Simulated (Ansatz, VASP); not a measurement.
**One calculation of Al2Cu, two programs**

```
CELL_PARAMETERS angstrom
0.00000 0.00000 -5.78246
4.08926 -4.08926 0.00000
-4.08926 -4.08926 0.00000
ATOMIC_POSITIONS crystal
Al 0.25000 0.75000 0.25000
Al 0.75000 0.25000 0.25000
Al 0.25000 0.25000 0.75000
Al 0.75000 0.75000 0.75000
Al 0.25000 0.25000 0.25000
Al 0.75000 0.75000 0.25000
Al 0.25000 0.75000 0.75000
Al 0.75000 0.25000 0.75000
Cu 0.60376 0.00000 0.00000
Cu 0.00000 0.50000 0.00000
Cu 0.50000 0.50000 0.50000
Cu 0.00000 0.00000 0.50000
```

Alike in both runs: task single point; functional PBE; k mesh 8 × 8 × 8; occupations gaussian, width 0.15 eV; no spin polarisation.

|  | VASP | Ansatz |
| --- | --- | --- |
| version | VASP 6.6.1 | Ansatz 0.2.0 |
| potentials or method | VASP PAW PBE potentials, release 64 (Al, Cu), cutoff 520 eV | scalar-relativistic, plane waves, PAW |
| valence electrons in the cell | 68 | 100 |

|  | VASP | Ansatz | Ansatz less VASP |
| --- | --- | --- | --- |
| gap on the k mesh at the Fermi level (eV) | none | none | - |
| pressure (GPa) | 3.1 | 3.0 | -0.01 |
| traceless stress, the component that is largest in VASP (GPa) | -2.45 | -2.46 | -0.006 |
| rms of the force components (eV/Å) | 0.909 | 0.914 | +0.0050 |

Atom by atom the forces differ by 0.008 eV/Å (rms over components). A gap of «none» marks a metal or a gap that the smearing closes. VASP's potentials hold 68 valence electrons a cell and Ansatz's 100, so a difference there can come from the potentials and not from the codes.
